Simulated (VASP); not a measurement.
## Ag: single point with r2SCAN

Ag:

```
CELL_PARAMETERS angstrom
2.90521 0.00000 0.00000
-1.45260 2.51598 0.00000
0.00000 0.00000 9.75100
ATOMIC_POSITIONS crystal
Ag 0.33333 0.66667 0.25000
Ag 0.66667 0.33333 0.75000
Ag 0.00000 0.00000 0.00000
Ag 0.00000 0.00000 0.50000
```

This cell differs from its parent crystal: strain +0.000 along x and y, +0.030 along z.

```json
{
 "Program": "VASP 6.6.1",
 "Task": "single point",
 "Functional": "r2SCAN",
 "Potentials or basis": "VASP PAW PBE potentials, release 64 (Ag)",
 "Cutoff": "520 eV",
 "k mesh": "18 × 18 × 6",
 "Occupations": "gaussian, width 0.15 eV",
 "Spin": "no spin polarisation",
 "Dipole correction": "no",
 "Further INCAR settings": "ALGO = Normal; EDIFF = 1e-07; NBANDS = 30"
}
```

```
Pressure               : -2.6 GPa
Band gap on the k mesh : zero (bands 22 and 23 overlap by 7.03 eV)
```

Stress tensor (GPa, compression positive):
```
-1.82  0.00  0.00
 0.00 -1.82  0.00
 0.00  0.00 -4.02
```

Levels at points of the mesh, in eV from the Fermi level:
```
           k point  band 19  band 20  band 21  band 22  band 23  band 24  band 25  band 26
(0.00, 0.00, 0.00)    -3.84    -3.68    -3.68    -3.33    -3.33    -0.40     3.09    10.62
(0.50, 0.00, 0.00)    -3.10    -3.08     0.02     0.93     1.10     1.66     4.31     4.36
(0.00, 0.00, 0.50)    -3.46    -3.46    -3.46    -3.46    -2.52    -2.52     6.01     6.01
(0.50, 0.00, 0.50)    -3.09    -3.09     0.39     0.39     1.51     1.51     4.74     4.74
```

It took 16 min on 1 thread of Intel(R) Xeon(R) Platinum 8259CL CPU @ 2.50GHz (Skylake/Cascade Lake), with other jobs on the host, peak memory 0.38 GiB.

Caveat: the cell differs from its parent crystal (strain +0.000 along x and y, +0.030 along z); the PAW data sets were made with another functional, which shifts forces and pressure a little.
